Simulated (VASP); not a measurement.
# Te2Mo (P-3m1) in VASP: single point with PBEsol

Aim: the single point of Te2Mo with PBEsol.

All numbers are computed with VASP 6.6.1; they aren't measurements. Logs are shortened: lines on timing, memory, paths and dates and some standing lists are left out, and cuts for length are marked.

### 1 The cell of the first run

It takes space group P-3m1 (No. 164, trigonal). Conventional cell: a = 3.435 Å, b = 3.435 Å, c = 13.534 Å, α = 90.00°, β = 90.00°, γ = 120.00°. Te (site symmetry 3m) has 3 Mo at 2.69 Å and 10 Te at 3.44 to 3.70 Å within 3.8 Å. Te (site symmetry 3m) has 3 Mo at 2.69 Å and 10 Te at 3.44 to 3.72 Å within 3.8 Å. Mo (site symmetry 3m) has 6 Te at 2.69 Å and 6 Mo at 3.44 Å within 3.5 Å.

### 2 Single point, PBEsol

Contents of INCAR:

```
SYSTEM = Te2Mo
ALGO = Normal
EDIFF = 1E-6
ENCUT = 520
GGA = PS
ISIF = 2
ISMEAR = 0
LASPH = .True.
LCHARG = .False.
LREAL = .False.
LWAVE = .False.
NBANDS = 35
NELM = 100
PREC = Accurate
SIGMA = 0.15
```

Contents of KPOINTS:

```
k-points
0
Gamma
  7 7 1
  0 0 0
```

Contents of POSCAR:

```
Te2Mo
1.0
    3.4352736159      0.0000000000      0.0000000000
   -1.7176368079      2.9750342203      0.0000000000
    0.0000000000      0.0000000000     13.5335315006
Te Mo
4 2
Direct
    0.3333333333      0.6666666667      0.1155795180
    0.6666666667      0.3333333333      0.6162658439
    0.6666666667      0.3333333333      0.8844204820
    0.3333333333      0.6666666667      0.3837341561
    0.3333333333      0.6666666667      0.7503459657
    0.6666666667      0.3333333333      0.2496540343
```

Potentials or basis: VASP PAW PBE potentials, release 64 (Te, Mo_sv).

Run with:

```sh
cat potpaw_PBE.64/Te/POTCAR potpaw_PBE.64/Mo_sv/POTCAR > POTCAR
mpirun -np 1 vasp_std > vasp.out
```

OUTCAR:

```text
SYSTEM = Te2Mo
   EDIFF = 1E-6
   ENCUT = 520
   GGA = PS
   ISIF = 2
   ISMEAR = 0
   LASPH = .True.
   LREAL = .False.
   NELM = 100
   PREC = Accurate

 ion  position               nearest neighbor table
   1  0.333  0.667  0.116-   6 2.69   6 2.69   6 2.69   4 3.63
   2  0.667  0.333  0.616-   5 2.69   5 2.69   5 2.69   3 3.63
   3  0.667  0.333  0.884-   5 2.69   5 2.69   5 2.69   2 3.63
   4  0.333  0.667  0.384-   6 2.69   6 2.69   6 2.69   1 3.63
   5  0.333  0.667  0.750-   3 2.69   3 2.69   3 2.69   2 2.69   2 2.69   2 2.69
   6  0.667  0.333  0.250-   1 2.69   1 2.69   1 2.69   4 2.69   4 2.69   4 2.69

  LATTYP: Found a hexagonal cell.
 ALAT       =     3.4352736159
 C/A-ratio  =     3.9395789139

  Lattice vectors:

 A1 = (   3.4352736159,   0.0000000000,   0.0000000000)
 A2 = (  -1.7176368079,   2.9750342203,   0.0000000000)
 A3 = (   0.0000000000,   0.0000000000,  13.5335315006)

Analysis of symmetry for initial positions (statically):
=====================================================================
 Subroutine PRICEL returns:
 Original cell was already a primitive cell.

 Routine SETGRP: Setting up the symmetry group for a
 hexagonal supercell.

 Subroutine GETGRP returns: Found 12 space group operations
 (whereof 12 operations were pure point group operations)
 out of a pool of 24 trial point group operations.

The static configuration has the point symmetry D_3d.

Analysis of symmetry for dynamics (positions and initial velocities):
=====================================================================
 Subroutine PRICEL returns:
 Original cell was already a primitive cell.

 Routine SETGRP: Setting up the symmetry group for a
 hexagonal supercell.

 Subroutine GETGRP returns: Found 12 space group operations
 (whereof 12 operations were pure point group operations)
 out of a pool of 24 trial point group operations.

The dynamic configuration has the point symmetry D_3d.

 Subroutine INISYM returns: Found 12 space group operations
 (whereof 12 operations are pure point group operations),
 and found     1 'primitive' translations

----------------------------------------------------------------------------------------

                                     Primitive cell

[... 80 lines left out ...]
   NELM   =    100;   NELMIN=  2; NELMDL= -5     # of ELM steps
   EDIFF  = 0.1E-05   stopping-criterion for ELM
   LREAL  =      F    real-space projection
   EDIFFG = 0.1E-04   stopping-criterion for IOM
   NSW    =      0    number of steps for IOM
   IBRION =     -1    ionic relax: 0-MD 1-quasi-New 2-CG
   NFREE  =      0    steps in history (QN), initial steepest desc. (CG)
   ISIF   =      2    stress and relaxation
   ISYM   =      2    0-nonsym 1-usesym 2-fastsym
   POTIM  = 0.5000    time-step for ionic-motion
   TEBEG  =    0.0;   TEEND  =   0.0 temperature during run
   PSTRESS=    0.0 pullay stress
   NELECT =      52.0000    total number of electrons
   NUPDOWN=      -1.0000    fix difference up-down
   EMIN   =  10.00;   EMAX   =-10.00  energy-range for DOS
   EFERMI =   0.00;   METHOD = LEGACY
   ISMEAR =     0;   SIGMA  =   0.15  broadening in eV -4-tet -1-fermi 0-gaus
   EFERMI_NEDOS =   21; number of points for ismear=-14 and -15
   IALGO  =     38    algorithm
   IMIX   =      4    mixing-type and parameters
     AMIX     =   0.40;   BMIX     =  1.00
     AMIX_MAG =   1.60;   BMIX_MAG =  1.00
  volume/ion in A,a.u.               =      23.05       155.56
  Fermi-wavevector in a.u.,A,eV,Ry     =   1.181556  2.232818 18.994762  1.396076
  Thomas-Fermi vector in A             =   2.317828
   LORBIT       =      0    0 simple, 1 ext, 2 COOP (PROOUT), +10 PAW based schemes
   GGA     = PS    functional components
   LHFCALC =     F    Hartree Fock is set to
   AEXX    =    0.0000 exact exchange contribution
   IVDW    =     0    specifies the selected vdW correction
   LEPSILON=     F    determine dielectric tensor
   LRPA    =     F    only Hartree local field effects (RPA)
 non-spin polarized calculation
 Gauss-broadening in eV      SIGMA  =   0.15
  energy-cutoff  :      520.00
  volume of cell :      138.31
 maximum number of plane-waves:      3749
 NGX is ok and might be reduce to    28
   NGX = 13   NGY = 13   NGZ = 51

 number of electron      52.0000003 magnetization

 Free energy of the ion-electron system (eV)
  ---------------------------------------------------
  ext. energy  EPLUGINS =         0.00000000
  ---------------------------------------------------
  free energy    TOTEN  =       -39.20958031 eV

  energy without entropy =      -39.20950888  energy(sigma->0) =      -39.20954460

 E-fermi :   9.4590     XC(G=0): -11.0139

 val. band max:        9.1329254525   @ k =   0.0000   0.0000   0.0000
 cond. band min:       9.8365418978   @ k =   0.2857   0.1429   0.0000
 fundamental gap:      0.7036164454
 Fermi energy:         9.4590147649

 k-point     1 :       0.0000    0.0000    0.0000
  band No.  band energies     occupation
      1     -51.5701      2.00000
      2     -51.5701      2.00000
      3     -25.8167      2.00000
      4     -25.8167      2.00000
      5     -25.6226      2.00000
      6     -25.6226      2.00000
[... 293 lines left out ...]
     34      13.6440      0.00000
     35      13.7935      0.00000

------------------------ aborting loop because EDIFF is reached ----------------------------------------

  FORCE on cell =-STRESS in cart. coord.  units (eV):
  Direction    XX          YY          ZZ          XY          YZ          ZX
  --------------------------------------------------------------------------------------
  -------------------------------------------------------------------------------------
  Total        3.4914745      3.4914745      3.5839170      0.0000000      0.0000000      0.0000000
  in kB       40.4440857     40.4440857     41.5149084      0.0000000      0.0000000      0.0000000
  external PRESSURE =      40.8010266 kB  Pullay stress =       0.0000000 kB

 VOLUME and BASIS-vectors are now :
 -----------------------------------------------------------------------------
  energy-cutoff  :      520.00
  volume of cell :      138.31
      direct lattice vectors                 reciprocal lattice vectors
     3.435273616  0.000000000  0.000000000     0.291097628  0.168065294  0.000000000
    -1.717636808  2.975034220  0.000000000     0.000000000  0.336130587  0.000000000
     0.000000000  0.000000000 13.533531501     0.000000000  0.000000000  0.073890544

 POSITION                                       TOTAL-FORCE (eV/Angst)
 -----------------------------------------------------------------------------------
     -0.00000      1.98336      1.56420        -0.000000      0.000000     -0.028144
      1.71764      0.99168      8.34025         0.000000     -0.000000     -0.037951
      1.71764      0.99168     11.96933         0.000000     -0.000000      0.028144
     -0.00000      1.98336      5.19328        -0.000000      0.000000      0.037951
     -0.00000      1.98336     10.15483         0.000000      0.000000     -0.005036
      1.71764      0.99168      3.37870        -0.000000     -0.000000      0.005036
 -----------------------------------------------------------------------------------
    total drift:                                0.000000     -0.000000      0.000000

  FREE ENERGIE OF THE ION-ELECTRON SYSTEM (eV)
  ---------------------------------------------------
  free  energy   TOTEN  =       -39.2095803112 eV

  energy  without entropy=      -39.2095088811  energy(sigma->0) =      -39.20954460
```

OSZICAR:

```text
N       E                     dE             d eps       ncg     rms          rms(c)
DAV:   1     0.407735653841E+03    0.40774E+03   -0.26763E+04   624   0.134E+03
DAV:   2    -0.183504629682E+02   -0.42609E+03   -0.41133E+03   667   0.328E+02
DAV:   3    -0.401386409006E+02   -0.21788E+02   -0.21327E+02   693   0.654E+01
DAV:   4    -0.406174406691E+02   -0.47880E+00   -0.47713E+00   650   0.966E+00
DAV:   5    -0.406272386056E+02   -0.97979E-02   -0.97955E-02   722   0.148E+00    0.249E+01
DAV:   6    -0.396499428232E+02    0.97730E+00   -0.54588E+00   628   0.126E+01    0.926E+00
DAV:   7    -0.396294811439E+02    0.20462E-01   -0.42078E+00   586   0.956E+00    0.609E+00
DAV:   8    -0.392110279218E+02    0.41845E+00   -0.11657E+00   602   0.551E+00    0.311E+00
DAV:   9    -0.392173797160E+02   -0.63518E-02   -0.15379E-01   634   0.173E+00    0.138E+00
DAV:  10    -0.392095503021E+02    0.78294E-02   -0.36900E-02   598   0.111E+00    0.476E-01
DAV:  11    -0.392097035903E+02   -0.15329E-03   -0.16428E-03   626   0.205E-01    0.248E-01
DAV:  12    -0.392096457125E+02    0.57878E-04   -0.24965E-04   631   0.688E-02    0.220E-01
DAV:  13    -0.392095772546E+02    0.68458E-04   -0.26013E-04   613   0.829E-02    0.507E-02
DAV:  14    -0.392095812808E+02   -0.40262E-05   -0.14995E-05   613   0.203E-02    0.626E-02
DAV:  15    -0.392095803112E+02    0.96956E-06   -0.56755E-07   365   0.368E-03
   1 F= -.39209580E+02 E0= -.39209545E+02  d E =-.714301E-04
```

stdout:

```text
POSCAR found type information on POSCAR TeMo
 POSCAR found :  2 types and       6 ions
 scaLAPACK will be used
 -----------------------------------------------------------------------------
|                                                                             |
|                                                                             |
|     You enforced a specific xc type in the INCAR file but a different       |
|     I HOPE YOU KNOW WHAT YOU ARE DOING!                                     |
|                                                                             |
 -----------------------------------------------------------------------------

 LDA part: xc-table for (Slater+PW92), standard interpolation
 POSCAR, INCAR and KPOINTS ok, starting setup
 FFT: planning ... GRIDC
 FFT: planning ... GRID_SOFT
 FFT: planning ... GRID
 WAVECAR not read
 entering main loop
```

Wall time 49 s (1 thread of Intel Xeon Platinum 8259CL at 2.50GHz (Skylake/Cascade Lake), shared host); peak memory 0.28 GiB.

What came out:

| Property | Result |
| --- | --- |
| Free energy | -39.2096 eV |
| Pressure | 4.1 GPa |
| Largest force | 0.038 eV/Å |
| Band gap on the k mesh | 0.70 eV (least direct gap 1.18 eV) |

Forces in eV/Å, atoms in the order of the input:
```
Te   0.000  0.000 -0.028
Te   0.000  0.000 -0.038
Te   0.000  0.000  0.028
Te   0.000  0.000  0.038
Mo   0.000  0.000 -0.005
Mo   0.000  0.000  0.005
```

Caveat: the k points lie up to 0.46 Å⁻¹ apart; the PAW data sets were made with another functional, which shifts forces and pressure a little; spin-orbit coupling is left out, which moves the levels of the heavy elements; an odd mesh through Γ misses points on the zone boundary, where band edges can lie; this functional lacks dispersion, which binds the layers, so the pressure and a relaxed spacing across them are unreliable.
